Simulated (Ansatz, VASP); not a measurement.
## One calculation of LiTaO2, two programs

INCAR

```
  ALGO = Normal
  EDIFF = 1E-6
  ENCUT = 520
  GGA = PE
  ISIF = 2
  ISMEAR = 0
  ISPIN = 2
  LASPH = T
  LCHARG = T
  LELF = T
  LMAXMIX = 4
  LORBIT = 11
  LREAL = F
  LVHAR = T
  LWAVE = F
  MAGMOM = 0 1 0 0
  NBANDS = 25
  NELM = 150
  PREC = Accurate
  SIGMA = 0.1
```

KPOINTS

```
k-points
0
Gamma
  6 6 4
```

The input POSCAR:

```
LiTaO2
1.0
    3.3102849000      0.0000000000      0.0000000000
   -1.6551424500      2.8667908200      0.0000000000
    0.0000000000      0.0000000000      5.2627886900
Li Ta O
1 1 2
Direct
    0.0000000000      0.0000000000      0.5000000000
    0.0000000000      0.0000000000      0.0000000000
    0.3333333300      0.6666666700      0.0000000000
    0.6666666700      0.3333333300      0.0000000000
```

Input for Ansatz:

```yaml
crystal:
  lattice:
    - [3.3102849, 0.0, 0.0]
    - [-1.65514245, 2.86679082, 0.0]
    - [0.0, 0.0, 5.26278869]
  atoms:
    - { symbol: Li, position: [0.0, 0.0, 0.5] }
    - { symbol: Ta, position: [0.0, 0.0, 0.0], spin: 1.0 }
    - { symbol: O, position: [0.33333333, 0.66666667, 0.0] }
    - { symbol: O, position: [0.66666667, 0.33333333, 0.0] }
basis:
  ecutwfc: 420
kpoints:
  mp_grid: { grid: [6, 6, 4] }
hamiltonian:
  xc: pbe
scf:
  occupations: { method: gaussian, width: 0.1 }
  lower_state_search: "off"
output:
  forces: true
  stress: true
  eigenvalues: true
  populations: true
magnetization:
  spin_polarized: true
```

Alike in both runs: task single point; functional PBE; k mesh 6 × 6 × 4; occupations gaussian, width 0.1 eV; collinear spin.

```csv
,VASP,Ansatz
version,VASP 6.6.1,Ansatz 0.2.0
potentials or method,"VASP PAW PBE potentials, release 64 (Li_sv, Ta_pv, O), cutoff 520 eV","scalar-relativistic, plane waves, PAW"
valence electrons in the cell,26,28
```

|  | VASP | Ansatz | Ansatz less VASP |
| --- | --- | --- | --- |
| gap on the k mesh at the Fermi level (eV) | none | none | - |
| net moment per atom (μB) | 0.00 | 0.00 | 0.000 |

A gap of «none» marks a metal or a gap that the smearing closes. With one functional, cell and mesh, what is left measures potentials, basis and numerics. VASP's potentials hold 26 valence electrons a cell and Ansatz's 28, so a difference there can come from the potentials and not from the codes. Ansatz's warnings: filled band counts differ across k points, seeded moment not kept.

The k mesh is coarse, so the values compare programs but aren't converged. Neither program's run includes spin-orbit coupling. Noted on VASP's run: the cutoff is short for stress, so the pressure is rough.
